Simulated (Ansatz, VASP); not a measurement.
## C: VASP beside Ansatz

Contents of INCAR:

```
SYSTEM = C
  ALGO = Normal
  EDIFF = 1E-7
  ENCUT = 520
  ISIF = 2
  ISMEAR = 0
  LASPH = .True.
  LCHARG = .False.
  LREAL = .False.
  LWAVE = .False.
  NBANDS = 11
  NELM = 100
  PREC = Accurate
  SIGMA = 0.05
```

File KPOINTS:

```
k-points
0
Gamma
  12 12 12
  0 0 0
```

POSCAR

```
C
1.0
    0.0000000000      1.8275720603      1.6421661991
    1.8275720603      0.0000000000      1.6421661991
    1.8275720603      1.8275720603      0.0000000000
C
2
Direct
    0.5000000000      0.5000000000      0.5000000000
    0.7500000000      0.7500000000      0.7500000000
```

Input for Ansatz:

```yaml
crystal:
  lattice:
    - [0.0, 1.8275720603, 1.6421661991]
    - [1.8275720603, 0.0, 1.6421661991]
    - [1.8275720603, 1.8275720603, 0.0]
  atoms:
    - { symbol: C, position: [0.5, 0.5, 0.5] }
    - { symbol: C, position: [0.75, 0.75, 0.75] }
basis:
  ecutwfc: 520.0
kpoints:
  mp_grid: { grid: [12, 12, 12] }
hamiltonian:
  xc: lda
  pseudopotentials: { kind: paw, azcp: { folder: soft_1 } }
scf:
  occupations: { method: gaussian, width: 0.05 }
output:
  forces: true
  stress: true
  eigenvalues: true
```

Change from the starting cell: strain +e along x and -e along y +0.0000, strain +e along z and -e/2 along x and y -0.0700.

Alike in both runs: task single point; functional LDA; k mesh 12 × 12 × 12; occupations gaussian, width 0.05 eV; no spin polarisation.

```csv
,VASP,Ansatz
version,VASP 6.6.1,Ansatz 0.2.0
potentials or method,"VASP PAW LDA potentials, release 64 (C), cutoff 520 eV","scalar-relativistic, plane waves, PAW"
valence electrons in the cell,8,8
```

```csv
,VASP,Ansatz,Ansatz less VASP
gap on the k mesh at the Fermi level (eV),1.55,1.56,+0.012
least direct gap on the mesh (eV),3.90,3.89,-0.002
pressure (GPa),3.6,1.9,-1.70
"traceless stress, the component that is largest in VASP (GPa)",60.66,60.78,+0.119
```

Ansatz warns that its potentials were made for another functional, while VASP's fit it. LDA's correlation is that of Perdew and Zunger in VASP and of Perdew and Wang (1992) in Ansatz.
